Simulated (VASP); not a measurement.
# Si2Mo (P6_222) in VASP: further runs, part 2 of 2

VASP 6.6.1.

**4. Relaxation of shape and atoms at fixed volume, PBEsol (14.54 Å³/atom)**

This run uses another cell than the first one, of 14.54 Å³/atom.

The input, INCAR:

```
SYSTEM = Si2Mo
  PREC = Accurate
  ENCUT = 600
  EDIFF = 1E-6
  ISMEAR = 0
  SIGMA = 0.1
  LREAL = .FALSE.
  LASPH = .TRUE.
  NELM = 60
  ALGO = Normal
  ISIF = 4
  LWAVE = .FALSE.
  LCHARG = .FALSE.
  GGA = PS
  IBRION = 2
  NSW = 50
  EDIFFG = -0.01
  KPAR = 4
```

The input, KPOINTS:

```
Automatic mesh
0
G
  12 12 6
  0 0 0
```

The input, POSCAR:

```
Si2Mo
1.0
    4.7283811921      0.0000000000      0.0000000000
   -2.3641905960      4.0948982311      0.0000000000
    0.0000000000      0.0000000000      6.7605402552
Si Mo
6 3
Direct
    0.1643656651      0.8356343349      0.8333333333
    0.3287313303      0.1643656651      0.1666666667
    0.8356343349      0.6712686697      0.5000000000
    0.8356343349      0.1643656651      0.8333333333
    0.6712686697      0.8356343349      0.1666666667
    0.1643656651      0.3287313303      0.5000000000
    0.5000000000      0.0000000000      0.5000000000
    0.0000000000      0.5000000000      0.1666666667
    0.5000000000      0.5000000000      0.8333333333
```

Potentials or basis: VASP PAW PBE potentials, release 64 (Si, Mo_sv).

Launch:

```bash
$ cat potpaw_PBE.64/Si/POTCAR potpaw_PBE.64/Mo_sv/POTCAR > POTCAR
$ mpirun -np 4 vasp_std > vasp.out
```

OUTCAR:

```text
SYSTEM = Si2Mo
   PREC = Accurate
   ENCUT = 600
   EDIFF = 1E-6
   ISMEAR = 0
   LREAL = .FALSE.
   LASPH = .TRUE.
   NELM = 60
   ISIF = 4
   GGA = PS
   IBRION = 2
   NSW = 50
   EDIFFG = -0.01

 ion  position               nearest neighbor table
   1  0.164  0.836  0.833-   3 2.62   2 2.62   7 2.64   8 2.64   4 2.69   9 2.72   9 2.72   9 2.75
                             4 2.75   4 2.75
   2  0.329  0.164  0.167-   6 2.62   1 2.62   7 2.64   9 2.64   5 2.69   8 2.72   8 2.72   8 2.75
                             5 2.75   5 2.75
   3  0.836  0.671  0.500-   1 2.62   5 2.62   8 2.64   9 2.64   6 2.69   7 2.72   7 2.72   7 2.75
                             6 2.75   6 2.75
   4  0.836  0.164  0.833-   6 2.62   5 2.62   7 2.64   8 2.64   1 2.69   9 2.72   9 2.72   9 2.75
                             1 2.75   1 2.75
   5  0.671  0.836  0.167-   3 2.62   4 2.62   7 2.64   9 2.64   2 2.69   8 2.72   8 2.72   8 2.75
                             2 2.75   2 2.75
   6  0.164  0.329  0.500-   4 2.62   2 2.62   8 2.64   9 2.64   3 2.69   7 2.72   7 2.72   7 2.75
[... 273 lines left out ...]
      2     -49.5950      2.00000
      3     -49.5950      2.00000
      4     -23.8211      2.00000
      5     -23.8211      2.00000
      6     -23.8187      2.00000
[... 997 lines left out ...]
     38      12.7414      0.00000
     39      13.2896      0.00000

 [... further k-points ...]

------------------------ aborting loop because EDIFF is reached ----------------------------------------

  FORCE on cell =-STRESS in cart. coord.  units (eV):
  Direction    XX          YY          ZZ          XY          YZ          ZX
  --------------------------------------------------------------------------------------
  -------------------------------------------------------------------------------------
  Total      -13.6874355    -13.6874355    -13.7497664     -0.0000000     -0.0000000      0.0000000
  in kB     -167.5311891   -167.5311891   -168.2941052     -0.0000000     -0.0000000      0.0000000
  external PRESSURE =    -167.7854944 kB  Pullay stress =       0.0000000 kB

 VOLUME and BASIS-vectors are now :
 -----------------------------------------------------------------------------
  energy-cutoff  :      600.00
  volume of cell :      130.90
      direct lattice vectors                 reciprocal lattice vectors
     4.733833187 -0.000000000  0.000000000     0.211245298  0.121962529  0.000000000
    -2.366916594  4.099619797  0.000000000     0.000000000  0.243925059  0.000000000
     0.000000000 -0.000000000  6.744976882     0.000000000  0.000000000  0.148258477

 POSITION                                       TOTAL-FORCE (eV/Angst)
 -----------------------------------------------------------------------------------
     -1.19909      3.42538      5.62081         0.004032     -0.002328     -0.000000
      1.16782      0.67424      1.12416         0.004032      0.002328     -0.000000
      2.36692      2.75113      3.37249        -0.000000     -0.004656     -0.000000
      3.56601      0.67424      5.62081        -0.004032      0.002328     -0.000000
      1.19909      3.42538      1.12416        -0.004032     -0.002328     -0.000000
     -0.00000      1.34849      3.37249         0.000000      0.004656     -0.000000
      0.00000      4.09962      3.37249        -0.000000      0.000000     -0.000000
     -1.18346      2.04981      1.12416        -0.000000      0.000000      0.000000
      1.18346      2.04981      5.62081        -0.000000     -0.000000      0.000000
 -----------------------------------------------------------------------------------
    total drift:                                0.000000     -0.000000      0.000001

  FREE ENERGIE OF THE ION-ELECTRON SYSTEM (eV)
  ---------------------------------------------------
  free  energy   TOTEN  =       -74.3242253101 eV

  energy  without entropy=      -74.3235964670  energy(sigma->0) =      -74.32391089

 reached required accuracy - stopping structural energy minimisation
```

OSZICAR:

```text
N       E                     dE             d eps       ncg     rms          rms(c)
DAV:   1     0.579545241816E+03    0.57955E+03   -0.39354E+04  6416   0.180E+03
DAV:   2    -0.444489194188E+02   -0.62399E+03   -0.60937E+03  6733   0.437E+02
[... 12 lines left out ...]
   1 F= -.74323256E+02 E0= -.74322952E+02  d E =-.743233E+02
       N       E                     dE             d eps       ncg     rms          rms(c)
DAV:   1    -0.743281995786E+02   -0.49437E-02   -0.18726E-01  6152   0.272E+00    0.353E-01
DAV:   2    -0.743252369740E+02    0.29626E-02   -0.63334E-03  7148   0.478E-01    0.177E-01
DAV:   3    -0.743242223933E+02    0.10146E-02   -0.31299E-03  7563   0.331E-01    0.334E-02
DAV:   4    -0.743242261624E+02   -0.37691E-05   -0.15979E-04  6933   0.759E-02    0.232E-02
DAV:   5    -0.743242253101E+02    0.85228E-06   -0.32142E-06  5704   0.108E-02
   2 F= -.74324225E+02 E0= -.74323911E+02  d E =-.969506E-03
```

CONTCAR:

```text
Si2Mo
   1.00000000000000
     4.7338331871247030   -0.0000000000041873    0.0000000000000000
    -2.3669165935159202    4.0996197972998507    0.0000000000000000
     0.0000000000000000   -0.0000000000000000    6.7449768817906621
  Si              Mo
     6     3
Direct
     0.1644650232809442    0.8355349767190557    0.8333333332999970
     0.3289300466618902    0.1644650232809442    0.1666666667000030
     0.8355349767190557    0.6710699533381098    0.5000000000000000
     0.8355349767190557    0.1644650232809442    0.8333333332999970
     0.6710699533381098    0.8355349767190557    0.1666666667000030
     0.1644650232809442    0.3289300466618902    0.5000000000000000
     0.5000000000000000    1.0000000000000000    0.5000000000000000
     0.0000000000000000    0.5000000000000000    0.1666666667000030
     0.5000000000000000    0.5000000000000000    0.8333333332999970

  0.00000000E+00  0.00000000E+00  0.00000000E+00
  0.00000000E+00  0.00000000E+00  0.00000000E+00
  0.00000000E+00  0.00000000E+00  0.00000000E+00
  0.00000000E+00  0.00000000E+00  0.00000000E+00
  0.00000000E+00  0.00000000E+00  0.00000000E+00
  0.00000000E+00  0.00000000E+00  0.00000000E+00
  0.00000000E+00  0.00000000E+00  0.00000000E+00
  0.00000000E+00  0.00000000E+00  0.00000000E+00
  0.00000000E+00  0.00000000E+00  0.00000000E+00
```

Run time: 5.7 min. Hardware: 4 MPI ranks of Oxide Virtual Turin-like, shared host; peak memory 0.52 GiB.

Results:

- Free energy: -74.3242 eV
- Energy gained by relaxing: 0.1 meV/atom
- Ionic steps: 2
- Pressure after relaxing: -16.8 GPa
- Largest force after relaxing: 0.005 eV/Å
- Band gap on the k mesh: 0.06 eV (least direct gap 0.42 eV)

Forces in eV/Å, atoms in the order of the input:
```
Si   0.004 -0.002  0.000
Si   0.004  0.002  0.000
Si   0.000 -0.005  0.000
Si  -0.004  0.002  0.000
Si  -0.004 -0.002  0.000
Si   0.000  0.005  0.000
Mo   0.000  0.000  0.000
Mo   0.000  0.000  0.000
Mo   0.000  0.000  0.000
```

Stress tensor (GPa, compression positive):
```
-16.75   0.00   0.00
  0.00 -16.75   0.00
  0.00   0.00 -16.83
```

The path:
| step | energy change (eV) | largest force (eV/Å) | pressure (GPa) | volume (Å³) |
| --- | --- | --- | --- | --- |
| 1 | 0.0000 | 0.0169 | -16.82 | 130.90 |
| 2 | -0.0010 | 0.0047 | -16.78 | 130.90 |

Final structure:
```cif
data_structure
_symmetry_space_group_name_H-M 'P 1'
_symmetry_Int_Tables_number 1
_cell_length_a 4.7338
_cell_length_b 4.7338
_cell_length_c 6.7450
_cell_angle_alpha 90.000
_cell_angle_beta 90.000
_cell_angle_gamma 120.000
_cell_volume 130.90
loop_
_atom_site_label
_atom_site_type_symbol
_atom_site_fract_x
_atom_site_fract_y
_atom_site_fract_z
_atom_site_occupancy
Si1 Si 0.16447 0.83554 0.83333 1
Si2 Si 0.32893 0.16447 0.16667 1
Si3 Si 0.83554 0.67107 0.50000 1
Si4 Si 0.83553 0.16447 0.83333 1
Si5 Si 0.67107 0.83554 0.16667 1
Si6 Si 0.16447 0.32893 0.50000 1
Mo1 Mo 0.50000 0.00000 0.50000 1
Mo2 Mo 0.00000 0.50000 0.16667 1
Mo3 Mo 0.50000 0.50000 0.83333 1
```

Caveat: the PAW data sets were made with another functional, which shifts forces and pressure a little. A k mesh can miss the band edges.

**5. Summary**

| task | cell | cutoff (eV) | gap on the mesh (eV) | pressure (GPa) |
| --- | --- | --- | --- | --- |
| single point | a = 4.477, b = 4.477, c = 6.446 Å, angles 90.0, 90.0, 120.0°, 9 atoms, atomic positions A | 520 | none | 16.2 |
| relaxation of shape and atoms at fixed volume | relaxed from a = 4.479, b = 4.479, c = 6.439 Å, angles 90.0, 90.0, 120.0°, 9 atoms, atomic positions A | 600 | none | 16.1 |
| relaxation of shape and atoms at fixed volume | relaxed from a = 4.728, b = 4.728, c = 6.761 Å, angles 90.0, 90.0, 120.0°, 9 atoms, atomic positions B | 600 | 0.06 | -16.8 |

Alike in all rows: level PBEsol; potentials or basis VASP PAW PBE potentials, release 64 (Si, Mo_sv); no spin polarisation; k mesh 12 × 12 × 6; smearing gaussian 0.1 eV.

Caveats: the PAW data sets were made with another functional, which shifts forces and pressure a little; the cell stands under pressure (at least some runs).

Total energies depend on the potentials used, so only differences within one code and one set of settings carry meaning.
